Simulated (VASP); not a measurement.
**Ni: single point with PBE**

The system is Ni.

```
Ni
1.0
     0.00000    1.76895    1.76895
     1.76895    0.00000    1.76895
     3.53790    3.53790    0.00000
Ni
2
Cartesian
  0.0000 0.0000 0.0000
  1.7690 1.7690 0.0000
```

```
Program             : VASP 6.6.1
Task                : single point
Functional          : PBE
Potentials or basis : VASP PAW PBE potentials, release 64 (Ni)
Cutoff              : 520 eV
k mesh              : 14 × 14 × 7
Occupations         : gaussian, width 0.1 eV
Spin                : collinear spin, antiferromagnetic start
Starting moments    : [2.0, -2.0] μB
```

```
Pressure                                              : -3.9 GPa
Band gap on the k mesh                                : zero (filled and empty bands overlap)
Net moment                                            : 0.00 μB per cell
Site moments                                          : Ni +0.28, -0.28 μB
Valence electrons inside the program's atomic spheres : Ni 9.28
```

Stress tensor (GPa, compression positive):
```
-3.89  0.21 -0.21
 0.21 -3.89 -0.21
-0.21 -0.21 -3.89
```

Levels at points of the mesh, in eV from the Fermi level:
Spin up:
| k point | band 8 | band 9 | band 10 | band 11 | band 12 | band 13 |
| --- | --- | --- | --- | --- | --- | --- |
| (0.00, 0.00, 0.00) | -0.73 | -0.73 | -0.10 | -0.01 | -0.01 | 5.95 |
| (0.50, 0.00, 0.00) | -0.09 | 0.04 | 0.23 | 0.25 | 2.61 | 5.95 |
Spin down:
```tsv
k point	band 7	band 8	band 9	band 10	band 11	band 12	band 13	band 14
(0.00, 0.00, 0.00)	-1.72	-0.73	-0.73	-0.10	-0.01	-0.01	5.95	22.19
(0.50, 0.00, 0.00)	-0.10	-0.09	0.04	0.23	0.25	2.61	5.95	9.38
```

It took 68 s on 1 thread of Intel(R) Xeon(R) 6975P-C (Granite Rapids) (shared host), peak memory 0.22 GiB.

Caveat: the cell stands under tension.
